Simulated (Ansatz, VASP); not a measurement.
One calculation of Ni, two programs

INCAR

```
SYSTEM = Ni
ALGO     = Normal         ! electronic algorithm
EDIFF    = 1E-6           ! SCF threshold, eV
EDIFFG   = -0.05          ! ionic threshold
ENCUT    = 600            ! plane-wave cutoff, eV
GGA      = PE             ! functional
IBRION   = 2              ! ionic algorithm
ISIF     = 3              ! what is computed and relaxed
ISMEAR   = 0              ! smearing method
ISPIN    = 2              ! spin polarisation
LASPH    = .TRUE.         ! aspherical terms in the spheres
LCHARG   = .FALSE.        ! write CHGCAR
LMAXMIX  = 4              ! l up to which the mixer works
LORBIT   = 11             ! projections on sites
LREAL    = .FALSE.        ! projectors in reciprocal space
LWAVE    = .FALSE.        ! write WAVECAR
MAGMOM   = 0.9 0.9        ! initial moments
NELM     = 150            ! most SCF steps
NSW      = 80             ! ionic steps
PREC     = Accurate       ! precision mode
SIGMA    = 0.1            ! smearing width, eV
```

The input KPOINTS:

```
k-points
0
G
  9 9 4
  0 0 0
```

POSCAR

```
Ni
1.0
    1.5372138451     -2.6623876168      0.0000000000
    1.5372138451      2.6623876168      0.0000000000
    0.0000000000      0.0000000000      5.0526965033
Ni
2
Direct
    0.8334435400      0.1665564600      0.2500000000
    0.1665564600      0.8334435400      0.7500000000
```

Input for Ansatz:

```yaml
crystal:
  lattice:
    - [1.5372138451, -2.6623876168, 0.0]
    - [1.5372138451, 2.6623876168, 0.0]
    - [0.0, 0.0, 5.0526965033]
  atoms:
    - { symbol: Ni, position: [0.83344354, 0.16655646, 0.25], spin: 0.9 }
    - { symbol: Ni, position: [0.16655646, 0.83344354, 0.75], spin: 0.9 }
basis:
  ecutwfc: 420
kpoints:
  mp_grid: { grid: [9, 9, 4] }
hamiltonian:
  xc: pbe
scf:
  occupations: { method: gaussian, width: 0.1 }
output:
  forces: true
  stress: true
  eigenvalues: true
  populations: true
magnetization:
  spin_polarized: true
relax:
  adjacent_minimum: "off"
  f_tol: 0.05
  max_steps: 60
  cell: { stress_tol: 0.5 }
```

Alike in both runs: task relaxation of cell and atoms; functional PBE; k mesh 9 × 9 × 4; occupations gaussian, width 0.1 eV; collinear spin.

|  | VASP | Ansatz |
| --- | --- | --- |
| version | VASP 6.6.1 | Ansatz 0.2.0 |
| potentials or method | VASP PAW PBE potentials, release 64 (Ni), cutoff 600 eV | scalar-relativistic, plane waves, PAW |
| valence electrons in the cell | 20 | 36 |

```csv
,VASP,Ansatz,Ansatz less VASP
"gap on the k mesh at the Fermi level, each at its own relaxed structure (eV)",none,none,-
net moment per atom (μB),0.61,0.62,+0.010
size of the moment on the site where the two differ most (μB),0.62,0.66,+0.036
relaxed volume (Å³/atom),10.92,10.91,-0.012
relaxed length of the cell vector where the two differ most in proportion (Å),4.091,4.104,+0.0127
```

Site moments also hang on the region over which each program counts them. A gap of «none» marks a metal or a gap that the smearing closes. VASP's potentials hold 20 valence electrons a cell and Ansatz's 36, so a difference there can come from the potentials and not from the codes.

Noted on VASP's run: the volume moved by over 15 % at a fixed basis, so the end points are rough.
